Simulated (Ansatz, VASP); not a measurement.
**HC6 in VASP and in Ansatz**

```
C H
1.0
     4.93269    0.00000    0.00000
     0.00000    8.52230    0.00000
     0.00000    0.00000   22.94161
C H
12 2
Direct
  0.00000 0.00000 0.17436
  0.50000 0.00000 0.17436
  0.25000 0.00000 0.20539
  0.75000 0.00000 0.20539
  0.25000 0.00000 0.26746
  0.75000 0.00000 0.26746
  0.00000 0.00000 0.29771
  0.50000 0.00000 0.29771
  0.00000 0.00000 0.36262
  0.50000 0.00000 0.36262
  0.25000 0.00000 0.38976
  0.75000 0.00000 0.38976
  0.18411 0.00000 0.47911
  0.31589 0.00000 0.47911
```

Alike in both runs: task single point; functional PBE; k mesh 6 × 3 × 1; occupations gaussian, width 0.1 eV; no spin polarisation.

```csv
,VASP,Ansatz
version,VASP 6.6.1,Ansatz 0.2.0
potentials or method,"VASP PAW PBE potentials, release 64 (C, H), cutoff 520 eV","scalar-relativistic, plane waves, PAW"
valence electrons in the cell,50,50
```

```tsv
	VASP	Ansatz	Ansatz less VASP
gap on the k mesh at the Fermi level (eV)	0.05	0.05	-0.002
least direct gap on the mesh (eV)	0.06	0.05	-0.002
rms of the force components (eV/Å)	1.452	1.450	-0.0019
```

Atom by atom the forces differ by 0.016 eV/Å (rms over components). The functional is the same, so the differences come from potentials, cutoffs and numerics.
